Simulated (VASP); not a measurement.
# BeTe (F-43m) in VASP: a series of runs

The runs below take BeTe through single point, with PBE, PBE+D3(BJ), LDA.

Everything below comes from runs of VASP 6.6.1. Logs are shortened: lines on timing, memory, paths and dates and some standing lists are left out, and cuts for length are marked.

## 1. The cell of the first run

Symmetry: F-43m, No. 216, cubic system. The conventional cell has a = 5.636 Å, b = 5.636 Å, c = 5.636 Å, α = 90.00°, β = 90.00°, γ = 90.00°. Be (site symmetry -43m) has 4 Te at 2.44 Å within 3.2 Å. Te (site symmetry -43m) has 4 Be at 2.44 Å within 3.2 Å.

## 2. Single point, PBE

Contents of INCAR:

```
SYSTEM = BeTe
PREC = Accurate ; ENCUT = 600
EDIFF = 1E-6 ; ISMEAR = 0
SIGMA = 0.1 ; LREAL = .FALSE.
LASPH = .TRUE. ; NELM = 120
ALGO = Normal ; ISIF = 2
LWAVE = .FALSE. ; LCHARG = .FALSE.
GGA = PE ; NBANDS = 11
GGA_COMPAT = .FALSE.
```

Contents of KPOINTS:

```
Automatic mesh
0
G
  4 4 4
  0 0 0
```

Contents of POSCAR:

```
BeTe
1.0
    0.0000000000      2.8181831663      2.8181831663
    2.8181831663      0.0000000000      2.8181831663
    2.8181831663      2.8181831663      0.0000000000
Be Te
1 1
Direct
    0.0000000000      0.0000000000      0.0000000000
    0.7500000000      0.7500000000      0.7500000000
```

Potentials or basis: VASP PAW PBE potentials, release 64 (Be, Te).

On the command line:

```sh
> cat potpaw_PBE.64/Be/POTCAR potpaw_PBE.64/Te/POTCAR > POTCAR
> mpirun -np 1 vasp_std > vasp.out
```

OUTCAR:

```text
SYSTEM = BeTe
   PREC = Accurate
   ENCUT = 600
   EDIFF = 1E-6
   ISMEAR = 0
   LREAL = .FALSE.
   LASPH = .TRUE.
   NELM = 120
   ISIF = 2
   GGA = PE

 ion  position               nearest neighbor table
   1  0.000  0.000  0.000-   2 2.44   2 2.44   2 2.44   2 2.44
   2  0.750  0.750  0.750-   1 2.44   1 2.44   1 2.44   1 2.44

  LATTYP: Found a face centered cubic cell.
 ALAT       =     5.6363663326

  Lattice vectors:

 A1 = (   0.0000000000,   2.8181831663,   2.8181831663)
 A2 = (   2.8181831663,   0.0000000000,   2.8181831663)
 A3 = (   2.8181831663,   2.8181831663,   0.0000000000)

Analysis of symmetry for initial positions (statically):
=====================================================================
 Subroutine PRICEL returns:
 Original cell was already a primitive cell.

 Routine SETGRP: Setting up the symmetry group for a
 face centered cubic supercell.

 Subroutine GETGRP returns: Found 24 space group operations
 (whereof 24 operations were pure point group operations)
 out of a pool of 48 trial point group operations.

The static configuration has the point symmetry T_d .

Analysis of symmetry for dynamics (positions and initial velocities):
=====================================================================
 Subroutine PRICEL returns:
 Original cell was already a primitive cell.

 Routine SETGRP: Setting up the symmetry group for a
 face centered cubic supercell.

 Subroutine GETGRP returns: Found 24 space group operations
 (whereof 24 operations were pure point group operations)
 out of a pool of 48 trial point group operations.

The dynamic configuration has the point symmetry T_d .

 Subroutine INISYM returns: Found 24 space group operations
 (whereof 24 operations are pure point group operations),
 and found     1 'primitive' translations

----------------------------------------------------------------------------------------

                                     Primitive cell

  volume of cell :      44.7649

  direct lattice vectors                    reciprocal lattice vectors
     0.000000000  2.818183166  2.818183166    -0.177419270  0.177419270  0.177419270
     2.818183166  0.000000000  2.818183166     0.177419270 -0.177419270  0.177419270
     2.818183166  2.818183166  0.000000000     0.177419270  0.177419270 -0.177419270

  length of vectors
     3.985512855  3.985512855  3.985512855     0.307299190  0.307299190  0.307299190

  position of ions in fractional coordinates (direct lattice)
     0.000000000  0.000000000  0.000000000
     0.750000000  0.750000000  0.750000000

  ion indices of the primitive-cell ions
   primitive index   ion index
                 1           1
                 2           2

----------------------------------------------------------------------------------------

 KPOINTS: Automatic mesh

Automatic generation of k-mesh.
 Grid dimensions read from file:
 generate k-points for:    4    4    4

 Generating k-lattice:

  Cartesian coordinates                     Fractional coordinates (reciprocal lattice)
    -0.044354817  0.044354817  0.044354817     0.250000000  0.000000000  0.000000000
     0.044354817 -0.044354817  0.044354817     0.000000000  0.250000000  0.000000000
     0.044354817  0.044354817 -0.044354817     0.000000000  0.000000000  0.250000000

  Length of vectors
     0.076824797  0.076824797  0.076824797

  Shift w.r.t. Gamma in fractional coordinates (k-lattice)
     0.000000000  0.000000000  0.000000000

 Subroutine IBZKPT returns following result:
 ===========================================

 Found      8 irreducible k-points:

 Following reciprocal coordinates:
            Coordinates               Weight
  0.000000  0.000000  0.000000      1.000000
  0.250000  0.000000  0.000000      8.000000
  0.500000  0.000000  0.000000      4.000000
  0.250000  0.250000  0.000000      6.000000
  0.500000  0.250000  0.000000     24.000000
 -0.250000  0.250000  0.000000     12.000000
  0.500000  0.500000  0.000000      3.000000
 -0.250000  0.500000  0.250000      6.000000
   k-points           NKPTS =      8   k-points in BZ     NKDIM =      8   number of bands    NBANDS=     11
   number of dos      NEDOS =    301   number of ions     NIONS =      2
   total plane-waves  NPLWV =  32768
   dimension x,y,z NGX =    32 NGY =   32 NGZ =   32
   dimension x,y,z NGXF=    64 NGYF=   64 NGZF=   64
   ions per type =               1   1
   NGX,Y,Z   is equivalent  to a cutoff of  13.35, 13.35, 13.35 a.u.
   NGXF,Y,Z  is equivalent  to a cutoff of  26.70, 26.70, 26.70 a.u.
 SYSTEM =  BeTe
   PREC   = accura    normal or accurate (medium, high low for compatibility)
   ISTART =      0    job   : 0-new  1-cont  2-samecut
   ICHARG =      2    charge: 1-file 2-atom 10-const
   ISPIN  =      1    spin polarized calculation?
   LNONCOLLINEAR =      F non collinear calculations
   LSORBIT =      F    spin-orbit coupling
   LASPH  =      T    aspherical Exc in radial PAW
   ENCUT  =  600.0 eV  44.10 Ry    6.64 a.u.   7.96  7.96  7.96*2*pi/ulx,y,z
   NELM   =    120;   NELMIN=  2; NELMDL= -5     # of ELM steps
   EDIFF  = 0.1E-05   stopping-criterion for ELM
   LREAL  =      F    real-space projection
   EDIFFG = 0.1E-04   stopping-criterion for IOM
   NSW    =      0    number of steps for IOM
   IBRION =     -1    ionic relax: 0-MD 1-quasi-New 2-CG
   NFREE  =      0    steps in history (QN), initial steepest desc. (CG)
   ISIF   =      2    stress and relaxation
   ISYM   =      2    0-nonsym 1-usesym 2-fastsym
   POTIM  = 0.5000    time-step for ionic-motion
   TEBEG  =    0.0;   TEEND  =   0.0 temperature during run
   PSTRESS=    0.0 pullay stress
   NELECT =       8.0000    total number of electrons
   NUPDOWN=      -1.0000    fix difference up-down
   EMIN   =  10.00;   EMAX   =-10.00  energy-range for DOS
   EFERMI =   0.00;   METHOD = LEGACY
   ISMEAR =     0;   SIGMA  =   0.10  broadening in eV -4-tet -1-fermi 0-gaus
   EFERMI_NEDOS =   21; number of points for ismear=-14 and -15
   IALGO  =     38    algorithm
   IMIX   =      4    mixing-type and parameters
     AMIX     =   0.40;   BMIX     =  1.00
     AMIX_MAG =   1.60;   BMIX_MAG =  1.00
  volume/ion in A,a.u.               =      22.38       151.04
  Fermi-wavevector in a.u.,A,eV,Ry     =   0.922130  1.742574 11.569364  0.850324
  Thomas-Fermi vector in A             =   2.047623
   LORBIT       =      0    0 simple, 1 ext, 2 COOP (PROOUT), +10 PAW based schemes
   GGA     = PE    functional components
   LHFCALC =     F    Hartree Fock is set to
   AEXX    =    0.0000 exact exchange contribution
   IVDW    =     0    specifies the selected vdW correction
   LEPSILON=     F    determine dielectric tensor
   LRPA    =     F    only Hartree local field effects (RPA)
 non-spin polarized calculation
 Gauss-broadening in eV      SIGMA  =   0.10
  energy-cutoff  :      600.00
  volume of cell :       44.76
 maximum number of plane-waves:      1524
   NGX = 15   NGY = 15   NGZ = 15

 number of electron       8.0000000 magnetization

 Free energy of the ion-electron system (eV)
  ---------------------------------------------------
  ext. energy  EPLUGINS =         0.00000000
  ---------------------------------------------------
  free energy    TOTEN  =        -7.54380487 eV

  energy without entropy =       -7.54380487  energy(sigma->0) =       -7.54380487

 E-fermi :   5.5631     XC(G=0):  -9.0338

 val. band max:        5.0924689964   @ k =   0.0000   0.0000   0.0000
 cond. band min:       7.0622541547   @ k =   0.5000   0.5000   0.0000
 fundamental gap:      1.9697851583
 Fermi energy:         5.5631102434

 k-point     1 :       0.0000    0.0000    0.0000
  band No.  band energies     occupation
      1      -7.1876      2.00000
      2       5.0925      2.00000
      3       5.0925      2.00000
      4       5.0925      2.00000
      5       8.6917      0.00000
      6       8.6917      0.00000
      7       8.6917      0.00000
      8       8.8956      0.00000
      9      13.4004      0.00000
     10      15.3217      0.00000
     11      15.3217      0.00000

 k-point     2 :       0.2500    0.0000    0.0000
  band No.  band energies     occupation
      1      -6.6335      2.00000
      2       1.7770      2.00000
      3       4.4190      2.00000
      4       4.4190      2.00000
      5       8.3944      0.00000
      6       9.5651      0.00000
      7       9.5651      0.00000
      8      12.1087      0.00000
      9      14.1196      0.00000
     10      14.1196      0.00000
     11      14.1418      0.00000

 k-point     3 :       0.5000    0.0000    0.0000
  band No.  band energies     occupation
      1      -5.8456      2.00000
      2      -0.4406      2.00000
      3       3.9611      2.00000
      4       3.9611      2.00000
      5       8.1553      0.00000
      6       9.6718      0.00000
      7       9.6718      0.00000
      8      12.9055      0.00000
      9      16.0165      0.00000
     10      16.5782      0.00000
     11      16.5782      0.00000

 k-point     4 :       0.2500    0.2500    0.0000
  band No.  band energies     occupation
      1      -6.4446      2.00000
      2       2.1967      2.00000
      3       3.4140      2.00000
      4       3.4140      2.00000
      5       7.6881      0.00000
      6       9.4799      0.00000
      7      11.5195      0.00000
      8      11.5195      0.00000
      9      13.7335      0.00000
     10      15.8592      0.00000
     11      16.2929      0.00000

 k-point     5 :       0.5000    0.2500    0.0000
  band No.  band energies     occupation
      1      -5.6344      2.00000
      2       0.2512      2.00000
      3       2.1067      2.00000
      4       3.0762      2.00000
      5       8.0478      0.00000
      6      10.6124      0.00000
      7      11.5961      0.00000
      8      11.9224      0.00000
      9      15.4453      0.00000
     10      16.8479      0.00000
     11      17.4601      0.00000

 k-point     6 :      -0.2500    0.2500    0.0000
  band No.  band energies     occupation
      1      -5.9175      2.00000
      2       0.7415      2.00000
      3       1.9277      2.00000
      4       3.8871      2.00000
      5       8.8341      0.00000
      6      10.6036      0.00000
      7      11.2425      0.00000
      8      11.7134      0.00000
      9      13.4914      0.00000
     10      14.9479      0.00000
     11      17.4592      0.00000

 k-point     7 :       0.5000    0.5000    0.0000
  band No.  band energies     occupation
      1      -5.3543      2.00000
      2      -0.0175      2.00000
      3       2.4514      2.00000
      4       2.4514      2.00000
      5       7.0623      0.00000
      6       7.7522      0.00000
      7      14.7749      0.00000
      8      14.7749      0.00000
      9      16.6166      0.00000
     10      18.0802      0.00000
     11      18.4993      0.00000

 k-point     8 :      -0.2500    0.5000    0.2500
  band No.  band energies     occupation
      1      -5.3207      2.00000
      2       0.5098      2.00000
      3       1.4059      2.00000
      4       1.8907      2.00000
      5      10.3720      0.00000
      6      10.6309      0.00000
      7      10.6323      0.00000
      8      11.2528      0.00000
      9      15.9603      0.00000
     10      16.7905      0.00000
     11      17.8995      0.00000

------------------------ aborting loop because EDIFF is reached ----------------------------------------

  FORCE on cell =-STRESS in cart. coord.  units (eV):
  Direction    XX          YY          ZZ          XY          YZ          ZX
  --------------------------------------------------------------------------------------
  -------------------------------------------------------------------------------------
  Total        0.4025927      0.4025927      0.4025927      0.0000000      0.0000000     -0.0000000
  in kB       14.4091644     14.4091644     14.4091644      0.0000000      0.0000000     -0.0000000
  external PRESSURE =      14.4091644 kB  Pullay stress =       0.0000000 kB

 VOLUME and BASIS-vectors are now :
 -----------------------------------------------------------------------------
  energy-cutoff  :      600.00
  volume of cell :       44.76
      direct lattice vectors                 reciprocal lattice vectors
     0.000000000  2.818183166  2.818183166    -0.177419270  0.177419270  0.177419270
     2.818183166  0.000000000  2.818183166     0.177419270 -0.177419270  0.177419270
     2.818183166  2.818183166  0.000000000     0.177419270  0.177419270 -0.177419270

 POSITION                                       TOTAL-FORCE (eV/Angst)
 -----------------------------------------------------------------------------------
      0.00000      0.00000      0.00000        -0.000000     -0.000000     -0.000000
      4.22727      4.22727      4.22727         0.000000      0.000000      0.000000
 -----------------------------------------------------------------------------------
    total drift:                               -0.000000     -0.000000     -0.000000

  FREE ENERGIE OF THE ION-ELECTRON SYSTEM (eV)
  ---------------------------------------------------
  free  energy   TOTEN  =        -7.5438048737 eV

  energy  without entropy=       -7.5438048737  energy(sigma->0) =       -7.54380487
```

Wall time 4.8 s (1 thread of Intel Xeon Platinum 8375C at 2.90GHz (Ice Lake), shared host); peak memory 0.17 GiB.

What came out:

| Quantity | Value |
| --- | --- |
| Free energy | -7.5438 eV |
| Pressure | 1.4 GPa |
| Band gap on the k mesh | 1.97 eV, indirect (least direct gap 3.60 eV) |

Caveat: the k points lie up to 0.48 Å⁻¹ apart; spin-orbit coupling is left out, which moves the levels of the heavy elements. A k mesh can miss the band edges.

(Part 1 of 3 ends here.)
